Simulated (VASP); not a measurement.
# Au: single point with PBE

Au:

```xyz
2
Lattice="2.9156 0.0000 0.0000 -1.4578 2.5250 0.0000 0.0000 0.0000 4.8852" Properties=species:S:1:pos:R:3 pbc="T T T"
Au    0.0000    1.6833    1.2213
Au    1.4578    0.8417    3.6639
```

```
Program             : VASP 6.6.1
Task                : single point
Functional          : PBE
Potentials or basis : VASP PAW PBE potentials, release 64 (Au)
Cutoff              : 520 eV
k mesh              : 20 × 20 × 11
Occupations         : fermi-dirac, width 0.1 eV
Spin                : no spin polarisation
```

| Quantity | Value |
| --- | --- |
| Pressure | 0.0 GPa |
| Band gap on the k mesh | zero (band 11 reaches 12.13 eV, above the bottom of band 12 at 6.11 eV) |

Stress tensor (GPa, compression positive):
```
 0.02  0.00  0.00
 0.00  0.02  0.00
 0.00  0.00 -0.14
```

Levels at points of the mesh, in eV from the Fermi level:
```csv
k point,band 9,band 10,band 11,band 12,band 13,band 14
"(0.00, 0.00, 0.00)",-3.40,-2.15,-2.15,-0.87,2.45,14.60
"(0.50, 0.00, 0.00)",-1.86,-1.70,0.36,1.44,5.63,6.99
```

Wall time 47 s on 1 thread of Intel(R) Xeon(R) 6975P-C (Granite Rapids) (shared host), peak memory 0.25 GiB.

Caveat: spin-orbit coupling is left out, which moves the levels of the heavy elements.
